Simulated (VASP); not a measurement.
# Sn4O7 (a cell with a defect) in VASP: a series of runs

Sn4O7 (a cell with a defect) is run at these levels: PBE+D3(BJ); tasks: single point.

Program: VASP 6.6.1. These are calculated values, not measurements. Logs are shortened: lines on timing, memory, paths and dates and some standing lists are left out, and cuts for length are marked.

## (1) The cell of the first run

The cell holds a defect, 11 atoms: a = 5.692 Å, b = 5.692 Å, c = 5.692 Å, α = 69.32°, β = 69.32°, γ = 69.32°.

## (2) Single point, PBE+D3(BJ)

Input file INCAR:

```
PREC = Accurate
ENCUT = 520
EDIFF = 1E-7
ISMEAR = 0
SIGMA = 0.05
LREAL = F
LASPH = T
NELM = 60
ALGO = Normal
ISIF = 2
LWAVE = F
LCHARG = F
GGA = PE
IVDW = 12
NBANDS = 60
NELECT = 96.0
```

Input file KPOINTS:

```
regular mesh
0
Gamma
  6 6 6
```

Input file POSCAR:

```
Sn4O7
1.0
    3.2375465924      1.8691983966      4.2928880043
   -3.2375465924      1.8691983966      4.2928880043
    0.0000000000     -3.7383967932      4.2928880043
Sn O
4 7
Direct
    0.8647861010      0.8647861010      0.8647861010
    0.3647882246      0.3647882246      0.8647861258
    0.3647882246      0.8647861258      0.3647882246
    0.8647861258      0.3647882246      0.3647882246
    0.6211712003      0.1211725069      0.6211712003
    0.6211712003      0.6211712003      0.1211725069
    0.6084038764      0.6084038764      0.6084038764
    0.1211729409      0.1211729409      0.1211729409
    0.0063289098      0.0148221842      0.5063320935
    0.1084008301      0.6084039388      0.1084008301
    0.6084039388      0.1084008301      0.1084008301
```

Potentials or basis: VASP PAW PBE potentials, release 64 (Sn_d, O).

Started as:

```
$ cat potpaw_PBE.64/Sn_d/POTCAR potpaw_PBE.64/O/POTCAR > POTCAR
$ mpirun -np 1 vasp_std > vasp.out
```

OUTCAR:

```text
PREC = Accurate
   ENCUT = 520
   EDIFF = 1E-7
   ISMEAR = 0
   LREAL = F
   LASPH = T
   NELM = 60
   ISIF = 2
   GGA = PE
   IVDW = 12
   NELECT = 96.0
 IVDW          = 12

 ion  position               nearest neighbor table
   1  0.865  0.865  0.865-   9 1.91  10 2.12  11 2.12   6 2.12   5 2.12   4 3.24   3 3.24   4 3.24
                             3 3.24   2 3.24   2 3.24
   2  0.365  0.365  0.865-   5 2.12   7 2.12   8 2.12  10 2.12  11 2.12   4 3.24   3 3.24   1 3.24
                             1 3.24   4 3.24   3 3.24
   3  0.365  0.865  0.365-   9 1.91   6 2.12   7 2.12   8 2.12  11 2.12   2 3.24   4 3.24   1 3.24
                             1 3.24   2 3.24   4 3.24
   4  0.865  0.365  0.365-   9 1.86   5 2.12   6 2.12   7 2.12   8 2.12  10 2.12   2 3.24   3 3.24
                             1 3.24   1 3.24   2 3.24   3 3.24
   5  0.621  0.121  0.621-   4 2.12   2 2.12   1 2.12
   6  0.621  0.621  0.121-   3 2.12   4 2.12   1 2.12
   7  0.608  0.608  0.608-   2 2.12   3 2.12   4 2.12
   8  0.121  0.121  0.121-   2 2.12   3 2.12   4 2.12
   9  0.006  0.015  0.506-   4 1.86   1 1.91   3 1.91
  10  0.108  0.608  0.108-   1 2.12   4 2.12   2 2.12
  11  0.608  0.108  0.108-   1 2.12   3 2.12   2 2.12

  LATTYP: Found a trigonal (rhomboedric) cell.
 ALAT       =     5.6924948837
 COS(alpha) =     0.3530708029

  Lattice vectors:

 A1 = (   3.2375465924,   1.8691983966,   4.2928880043)
 A2 = (  -3.2375465924,   1.8691983966,   4.2928880043)
 A3 = (   0.0000000000,  -3.7383967932,   4.2928880043)

Analysis of symmetry for initial positions (statically):
=====================================================================
 Subroutine PRICEL returns:
 Original cell was already a primitive cell.

 Routine SETGRP: Setting up the symmetry group for a
 trigonal (rhombohedral) supercell.

 Subroutine GETGRP returns: Found  2 space group operations
 (whereof  1 operations were pure point group operations)
 out of a pool of 12 trial point group operations.

The static configuration has the point symmetry C_1 .
 The point group associated with its full space group is C_1h.

Analysis of symmetry for dynamics (positions and initial velocities):
=====================================================================
 Subroutine PRICEL returns:
 Original cell was already a primitive cell.

 Routine SETGRP: Setting up the symmetry group for a
 trigonal (rhombohedral) supercell.

 Subroutine GETGRP returns: Found  2 space group operations
 (whereof  1 operations were pure point group operations)
[... 133 lines left out ...]
   NUPDOWN=      -1.0000    fix difference up-down
   EMIN   =  10.00;   EMAX   =-10.00  energy-range for DOS
   EFERMI =   0.00;   METHOD = LEGACY
   ISMEAR =     0;   SIGMA  =   0.05  broadening in eV -4-tet -1-fermi 0-gaus
   EFERMI_NEDOS =   21; number of points for ismear=-14 and -15
   IALGO  =     38    algorithm
   IMIX   =      4    mixing-type and parameters
     AMIX     =   0.40;   BMIX     =  1.00
     AMIX_MAG =   1.60;   BMIX_MAG =  1.00
  volume/ion in A,a.u.               =      14.17        95.63
  Fermi-wavevector in a.u.,A,eV,Ry     =   1.392861  2.632126 26.396149  1.940062
  Thomas-Fermi vector in A             =   2.516563
   LORBIT       =      0    0 simple, 1 ext, 2 COOP (PROOUT), +10 PAW based schemes
   GGA     = PE    functional components
   LHFCALC =     F    Hartree Fock is set to
   AEXX    =    0.0000 exact exchange contribution
   IVDW    =    12    specifies the selected vdW correction
   LEPSILON=     F    determine dielectric tensor
   LRPA    =     F    only Hartree local field effects (RPA)
 non-spin polarized calculation
 Gauss-broadening in eV      SIGMA  =   0.05
  energy-cutoff  :      520.00
  volume of cell :      155.87
 maximum number of plane-waves:      4216
   NGX = 21   NGY = 21   NGZ = 21

 number of electron      96.0000015 magnetization

 Free energy of the ion-electron system (eV)
  ---------------------------------------------------
  ext. energy  EPLUGINS =         0.00000000
  ---------------------------------------------------
  free energy    TOTEN  =       -71.66691970 eV

  energy without entropy =      -71.66644539  energy(sigma->0) =      -71.66668255

 E-fermi :   5.0394     XC(G=0): -10.0951

 val. band max:        4.9920132431   @ k =   0.0000   0.5000   0.0000
 cond. band min:       5.0429676663   @ k =   0.0000   0.0000   0.0000
 fundamental gap:      0.0509544231
 Fermi energy:         5.0394159285

 k-point     1 :       0.0000    0.0000    0.0000
  band No.  band energies     occupation
      1     -17.6283      2.00000
      2     -16.1700      2.00000
      3     -16.0820      2.00000
      4     -15.8366      2.00000
      5     -15.5544      2.00000
      6     -15.5389      2.00000
[... 1501 lines left out ...]
     59      13.7753      0.00000
     60      14.5780      0.00000

 [... further k-points ...]

------------------------ aborting loop because EDIFF is reached ----------------------------------------

 Edisp (eV)   -2.19975

 E8    (eV) :    -0.8892

  FORCE on cell =-STRESS in cart. coord.  units (eV):
  Direction    XX          YY          ZZ          XY          YZ          ZX
  --------------------------------------------------------------------------------------
  -------------------------------------------------------------------------------------
  Total      -2.83485    -2.02502   -24.78281     0.70133    -0.37456     0.64876
  in kB     -29.13859   -20.81458  -254.73518     7.20880    -3.85002     6.66839
  external pressure =     -101.56 kB  Pullay stress =        0.00 kB

 VOLUME and BASIS-vectors are now :
 -----------------------------------------------------------------------------
  energy-cutoff  :      520.00
  volume of cell :      155.87
      direct lattice vectors                 reciprocal lattice vectors
     3.237546592  1.869198397  4.292888004     0.154437932  0.089164782  0.077647806
    -3.237546592  1.869198397  4.292888004    -0.154437932  0.089164782  0.077647806
     0.000000000 -3.738396793  4.292888004     0.000000000 -0.178329563  0.077647806

 POSITION                                       TOTAL-FORCE (eV/Angst)
 -----------------------------------------------------------------------------------
      0.00000      0.00000     11.13729        -2.226089     -5.394790      0.725844
      0.00000     -1.86919      6.84442         2.561866     -1.479094      0.780682
     -1.61877      0.93460      6.84442         3.558980      4.625245      0.725844
      1.61877      0.93460      6.84442        -5.127620      2.960433     -1.729824
      1.61877     -0.93460      5.85342        -4.197375     -1.736334     -1.427457
      0.00000      1.86919      5.85342         0.108562     -0.062679     -0.175242
      0.00000      0.00000      7.83543        -0.837869     -0.459022      0.023814
      0.00000      0.00000      1.56055        -0.594978      4.503201     -1.427457
     -0.02750     -1.85333      2.26443         6.835928     -3.946725      2.464986
     -1.61878      0.93461      3.54252        -0.021409      0.955127      0.023814
      1.61878      0.93461      3.54252        -0.059996      0.034639      0.014995
 -----------------------------------------------------------------------------------
    total drift:                                0.023770      0.042589      0.001062

  FREE ENERGIE OF THE ION-ELECTRON SYSTEM (eV)
  ---------------------------------------------------
  free  energy   TOTEN  =       -73.8666703186 eV

  energy  without entropy=      -73.8661960132  energy(sigma->0) =      -73.86643317
```

It took 9.7 min on 1 thread of Intel Xeon 6975P-C (Granite Rapids), shared host; peak memory 0.55 GiB.

What came out:

| Item | Value |
| --- | --- |
| Free energy | -73.8667 eV |
| Largest force | 8.269 eV/Å |
| Dispersion energy per atom | -0.200 eV |

Forces in eV/Å, atoms in the order of the input:
```
Sn  -2.226 -5.395  0.726
Sn   2.562 -1.479  0.781
Sn   3.559  4.625  0.726
Sn  -5.128  2.960 -1.730
O   -4.197 -1.736 -1.427
O    0.109 -0.063 -0.175
O   -0.838 -0.459  0.024
O   -0.595  4.503 -1.427
O    6.836 -3.947  2.465
O   -0.021  0.955  0.024
O   -0.060  0.035  0.015
```

Caveat: the cell carries a net charge on a neutralising background, which shifts energy and pressure; the cell differs from its parent crystal (atoms taken out, atom 9 moved 0.333 of the way to it and -0.900 Å across, host rigid); the cell is charged against a uniform background, so pressure and absolute levels hang on convention; spin-orbit coupling is left out, which moves the levels of the heavy elements.

## (3) Single point, PBE+D3(BJ)

Input file INCAR:

```
SYSTEM = Sn4O7
  ALGO = Normal
  EDIFF = 1E-7
  ENCUT = 520
  GGA = PE
  ISIF = 2
  ISMEAR = 0
  IVDW = 12
  KPAR = 4
  LASPH = .TRUE.
  LCHARG = .FALSE.
  LREAL = .FALSE.
  LWAVE = .FALSE.
  NBANDS = 60
  NELECT = 96.0
  NELM = 80
  PREC = Accurate
  SIGMA = 0.05
```

Input file KPOINTS:

```
k-points
0
G
  6 6 6
  0 0 0
```

Changes to POSCAR since step 2:

```diff
@@ -16,3 +16,3 @@
     0.1211729409      0.1211729409      0.1211729409
-    0.0063289098      0.0148221842      0.5063320935
+    0.1814156821     -0.0186970089      0.6814170237
     0.1084008301      0.6084039388      0.1084008301
```

Potentials or basis: VASP PAW PBE potentials, release 64 (Sn_d, O).

Started as:

```
$ cat potpaw_PBE.64/Sn_d/POTCAR potpaw_PBE.64/O/POTCAR > POTCAR
$ mpirun -np 4 vasp_std > vasp.out
```

It took 3.8 min on 4 MPI ranks of Intel Xeon Platinum 8259CL at 2.50GHz (Skylake/Cascade Lake), shared host; peak memory 0.56 GiB.

The run converged. Its results:

| Property | Result |
| --- | --- |
| Free energy | -76.9759 eV |
| Largest force | 4.121 eV/Å |
| Dispersion energy per atom | -0.201 eV |

Forces on the atoms (eV/Å):
```
Sn  -2.594 -3.184  0.339
Sn   2.271 -1.311  2.231
Sn   1.461  3.838  0.339
Sn  -0.778  0.449 -1.558
O    0.547  0.712  0.179
O    0.167 -0.096 -0.221
O    0.376 -0.482 -0.447
O   -0.344 -0.830  0.179
O   -1.580  0.912 -0.321
O    0.605 -0.085 -0.447
O   -0.131  0.076 -0.274
```

Levels at points of the mesh, in eV from the Fermi level:
```csv
k point,band 44,band 45,band 46,band 47,band 48,band 49,band 50,band 51,band 52,band 53
"(0.00, 0.00, 0.00)",-0.98,-0.98,-0.59,-0.47,-0.37,0.01,2.73,3.52,3.95,4.60
"(0.50, 0.00, 0.00)",-1.02,-0.85,-0.75,-0.64,-0.08,1.21,2.40,3.28,3.69,5.60
"(0.00, 0.50, 0.00)",-1.19,-0.96,-0.73,-0.46,-0.15,1.17,2.12,3.51,4.00,5.59
"(0.50, 0.50, 0.00)",-1.42,-1.24,-1.07,-0.56,-0.39,1.67,2.54,3.36,3.53,5.89
"(0.50, 0.00, 0.50)",-1.52,-1.27,-0.95,-0.65,-0.24,1.52,2.49,3.29,3.72,5.87
"(0.50, 0.50, 0.50)",-1.42,-1.41,-1.29,-1.19,-1.17,1.29,2.71,3.52,3.91,5.10
```

Caveat: the cell carries a net charge on a neutralising background, which shifts energy and pressure; the cell differs from its parent crystal (atoms taken out, atom 9 moved 0.167 of the way to it and +0.600 Å across, host rigid); the cell is charged against a uniform background, so pressure and absolute levels hang on convention; spin-orbit coupling is left out, which moves the levels of the heavy elements.

## (4) Single point, PBE+D3(BJ)

Input file INCAR:

```
ALGO = Normal
EDIFF = 1E-6
ENCUT = 520
GGA = PE
ISIF = 2
ISMEAR = 0
IVDW = 12
KPAR = 4
LASPH = True
LCHARG = False
LREAL = False
LWAVE = False
NBANDS = 60
NELECT = 96.0
NELM = 100
PREC = Accurate
SIGMA = 0.05
```

Input file KPOINTS:

```
k-points
0
Gamma
  6 6 6
```

Changes to POSCAR since step 3:

```diff
@@ -16,3 +16,3 @@
     0.1211729409      0.1211729409      0.1211729409
-    0.1814156821     -0.0186970089      0.6814170237
+    0.1481005367     -0.0769311354      0.6481016583
     0.1084008301      0.6084039388      0.1084008301
```

Started as:

```
$ cat potpaw_PBE.64/Sn_d/POTCAR potpaw_PBE.64/O/POTCAR > POTCAR
$ mpirun -np 4 vasp_std > vasp.out
```

Wall time 5 min (4 MPI ranks of Oxide Virtual Turin-like, shared host); peak memory 0.54 GiB.

Results (log left out):

```yaml
Free_energy: -75.3141 eV
Largest_force: 12.323 eV/Å
Dispersion_energy_per_atom: -0.200 eV
```

Forces on the atoms (eV/Å):
```
Sn   -6.019 -10.504  -2.303
Sn    2.293  -1.324   2.371
Sn    6.087  10.465  -2.303
Sn   -1.359   0.785  -2.059
O     0.100   0.608   0.073
O     0.129  -0.074  -0.143
O     0.535  -0.459  -0.253
O    -0.477  -0.391   0.073
O    -1.807   1.043   4.951
O     0.665  -0.234  -0.253
O    -0.147   0.085  -0.155
```

Levels at points of the mesh, in eV from the Fermi level:
```tsv
k point	band 44	band 45	band 46	band 47	band 48	band 49	band 50	band 51	band 52	band 53
(0.00, 0.00, 0.00)	-0.96	-0.91	-0.60	-0.55	-0.12	0.01	2.86	3.76	4.74	4.96
(0.50, 0.00, 0.00)	-1.10	-0.84	-0.80	-0.60	-0.09	1.55	2.56	3.71	4.40	5.45
(0.00, 0.50, 0.00)	-1.45	-0.91	-0.77	-0.43	-0.20	1.52	2.73	3.40	5.00	5.58
(0.50, 0.50, 0.00)	-1.61	-1.43	-1.25	-0.56	-0.40	2.03	2.69	3.86	4.28	5.64
(0.50, 0.00, 0.50)	-1.55	-1.32	-1.01	-0.65	-0.22	1.76	2.75	3.56	4.59	5.87
(0.50, 0.50, 0.50)	-1.48	-1.43	-1.36	-1.25	-1.20	1.51	2.70	4.00	4.85	5.07
```

Caveat: the cell carries a net charge on a neutralising background, which shifts energy and pressure; the cell differs from its parent crystal (atoms taken out, atom 9 moved 0.333 of the way to it and +0.300 Å across, host rigid); the cell is charged against a uniform background, so pressure and absolute levels hang on convention; spin-orbit coupling is left out, which moves the levels of the heavy elements.
